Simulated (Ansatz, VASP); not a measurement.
Two plane-wave programs on HfB3N

The input INCAR:

```
PREC = Accurate
ENCUT = 520
EDIFF = 1E-6
ISMEAR = 0
SIGMA = 0.1
LREAL = F
LASPH = T
NELM = 100
ALGO = Normal
ISIF = 2
LWAVE = F
LCHARG = T
GGA = PE
LELF = T
LVHAR = T
NBANDS = 20
```

KPOINTS

```
regular mesh
0
Gamma
  12 12 10
```

Contents of POSCAR:

```
HfB3N
1.0
    3.7061489547      0.0000000000      0.0000000000
   -1.8530744774      3.2096191449      0.0000000000
    0.0000000000      0.0000000000      4.2544647066
Hf B N
1 3 1
Direct
    0.0000000000      0.0000000000      0.5000000000
    0.5000000000      0.0000000000      0.0000000000
    0.0000000000      0.5000000000      0.0000000000
    0.5000000000      0.5000000000      0.0000000000
    0.0000000000      0.0000000000      0.0000000000
```

Input for Ansatz:

```yaml
crystal:
  lattice:
    - [3.7061489547, 0.0, 0.0]
    - [-1.8530744774, 3.2096191449, 0.0]
    - [0.0, 0.0, 4.2544647066]
  atoms:
    - { symbol: Hf, position: [0.0, 0.0, 0.5] }
    - { symbol: B, position: [0.5, 0.0, 0.0] }
    - { symbol: B, position: [0.0, 0.5, 0.0] }
    - { symbol: B, position: [0.5, 0.5, 0.0] }
    - { symbol: "N", position: [0.0, 0.0, 0.0] }
basis:
  ecutwfc: 420
kpoints:
  mp_grid: { grid: [12, 12, 10] }
  band_path:
    path:
      - [[0.0, 0.0, 0.0], [0.5, 0.0, 0.0], [0.33333333, 0.33333333, 0.0], [0.0, 0.0, 0.0], [0.0, 0.0, 0.5], [0.5, 0.0, 0.5], [0.33333333, 0.33333333, 0.5], [0.0, 0.0, 0.5]]
      - [[0.5, 0.0, 0.5], [0.5, 0.0, 0.0]]
      - [[0.33333333, 0.33333333, 0.5], [0.33333333, 0.33333333, 0.0]]
    npoints: 14
hamiltonian:
  xc: pbe
scf:
  occupations: { method: gaussian, width: 0.1 }
  n_extra_bands: 12
output:
  forces: true
  stress: true
  eigenvalues: true
  populations: true
  dos: { projected: true, de: 0.02, nscf_kmesh: { grid: [15, 15, 12] } }
  bader: true
  write_density: true
  write_potential: true
  elf: true
  volumetric_format: npy
```

Alike in both runs: task single point; functional PBE; k mesh 12 × 12 × 10; occupations gaussian, width 0.1 eV; no spin polarisation.

|  | VASP | Ansatz |
| --- | --- | --- |
| version | VASP 6.6.1 | Ansatz 0.2.0 |
| potentials or method | VASP PAW PBE potentials, release 64 (Hf_pv, B, N), cutoff 520 eV | scalar-relativistic, plane waves, PAW |
| valence electrons in the cell | 24 | 40 |

VASP gave:

- gap on the k mesh at the Fermi level (eV): none
- pressure (GPa): -0.8
- traceless stress, the component that is largest in VASP (GPa): -0.77

**Question.** What did Ansatz give for the same quantities?

**Answer.** gap on the k mesh at the Fermi level (eV): none; pressure (GPa): 0.0; traceless stress, the component that is largest in VASP (GPa): 0.03.

A gap of «none» marks a metal or a gap that the smearing closes. The functional is the same, so the differences come from potentials, cutoffs and numerics. VASP's potentials hold 24 valence electrons a cell and Ansatz's 40, so a difference there can come from the potentials and not from the codes.

Spin-orbit coupling is off throughout.
